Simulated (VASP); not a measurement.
Set up this calculation in VASP 6.6.1, as the native input.

- Task: single point
- Functional: PBE
- Potentials or basis: VASP PAW PBE potentials, release 64 (Al, Cu)
- Cutoff: 520 eV
- k mesh: 6 × 6 × 6
- Occupations: gaussian, width 0.1 eV
- Spin: no spin polarisation
- Dipole correction: no
- Further INCAR settings: ALGO = Normal; EDIFF = 1e-06; NBANDS = 26

The structure of Al2Cu lies in POSCAR:

```
Al2Cu
1.0
   -3.0335000000      3.0335000000      2.4385000000
    3.0335000000     -3.0335000000      2.4385000000
    3.0335000000      3.0335000000     -2.4385000000
Al Cu
4 2
Direct
    0.1581000000      0.6581000000      0.8162000000
    0.6581000000      0.8419000000      0.5000000000
    0.8419000000      0.3419000000      0.1838000000
    0.3419000000      0.1581000000      0.5000000000
    0.7500000000      0.7500000000      0.0000000000
    0.2500000000      0.2500000000      0.0000000000
```

One way to write it, as run:

INCAR

```
PREC = Accurate
ENCUT = 520
EDIFF = 1E-6
ISMEAR = 0
SIGMA = 0.1
LREAL = False
LASPH = True
NELM = 100
ALGO = Normal
ISIF = 2
LWAVE = False
LCHARG = False
GGA = PE
NBANDS = 26
```

KPOINTS

```
Automatic mesh
0
Gamma
  6 6 6
```

Potentials or basis: VASP PAW PBE potentials, release 64 (Al, Cu).

Launch:

```bash
$ cat potpaw_PBE.64/Al/POTCAR potpaw_PBE.64/Cu/POTCAR > POTCAR
$ mpirun -np 1 vasp_std > vasp.out
```

It gave:

```
Pressure               : -0.2 GPa
Largest force          : 0.018 eV/Å
Band gap on the k mesh : zero (band 17 reaches 10.47 eV, above the bottom of band 18 at 6.46 eV)
```

Run time: 43 s on 1 thread of Intel(R) Xeon(R) 6975P-C (Granite Rapids), with other jobs on the host, peak memory 0.26 GiB.
